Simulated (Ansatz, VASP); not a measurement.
SiO2: VASP beside Ansatz

```
Si O
1.0
     5.03221    0.00000    0.00000
     0.00000    5.03221    0.00000
     0.00000    0.00000    7.00655
Si O
4 8
Direct
  0.30028 0.30028 0.00000
  0.19972 0.80028 0.25000
  0.69972 0.69972 0.50000
  0.80028 0.19972 0.75000
  0.23920 0.10440 0.17870
  0.39560 0.73920 0.42870
  0.76080 0.89560 0.67870
  0.60440 0.26080 0.92870
  0.73920 0.39560 0.57130
  0.89560 0.76080 0.32130
  0.26080 0.60440 0.07130
  0.10440 0.23920 0.82130
```

Alike in both runs: task single point; functional PBEsol; k mesh 5 × 5 × 4; no spin polarisation.

```csv
,VASP,Ansatz
version,VASP 6.6.1,Ansatz 0.2.0
potentials or method,"VASP PAW PBE potentials, release 64 (Si, O), cutoff 520 eV",PAW plane waves
occupations,"fermi-dirac, width 0.1 eV",fermi-dirac
valence electrons in the cell,64,64
```

|  | VASP | Ansatz | Ansatz less VASP |
| --- | --- | --- | --- |
| gap on the k mesh at the Fermi level (eV) | 5.54 | 5.54 | -0.001 |
| pressure (GPa) | -0.6 | -1.0 | -0.49 |
| traceless stress, the component that is largest in VASP (GPa) | 0.16 | 0.18 | +0.028 |
| rms of the force components (eV/Å) | 0.026 | 0.036 | +0.0101 |

VASP's potentials were made for PBE, not for PBEsol. Atom by atom the forces differ by 0.012 eV/Å (rms over components).
